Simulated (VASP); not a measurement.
The system is PBr.

```
Br P
1.0
     4.93856    0.00000    0.00000
    -2.06239    5.19450    0.00000
    -0.69678   -0.65377    6.23326
Br P
2 2
Direct
  0.66580 0.85501 0.24276
  0.33420 0.14499 0.75724
  0.64072 0.49976 0.63187
  0.35928 0.50024 0.36813
```

Base run:

* Program: VASP 6.6.1
* Functional: RPBE
* Potentials or basis: VASP PAW PBE potentials, release 64 (Br, P)
* Cutoff: 520 eV
* k mesh: 4 × 3 × 3
* Occupations: fermi-dirac, width 0.05 eV
* Spin: no spin polarisation

Its results: band gap on the k mesh 1.68 eV, direct; pressure 1.0 GPa; largest force 0.100 eV/Å.

Question: The run is repeated on the same cell with these changes: functional from RPBE to r2SCAN. What comes out?

Answer: Band gap on the k mesh 1.81 eV, direct; pressure -0.9 GPa; largest force 0.427 eV/Å.

r2SCAN gives the wider gap, since meta-GGAs in the generalised Kohn-Sham scheme recover part of the derivative discontinuity.

Caveats: the PAW data sets were made with another functional, which shifts forces and pressure a little.

A k mesh can miss the band edges.
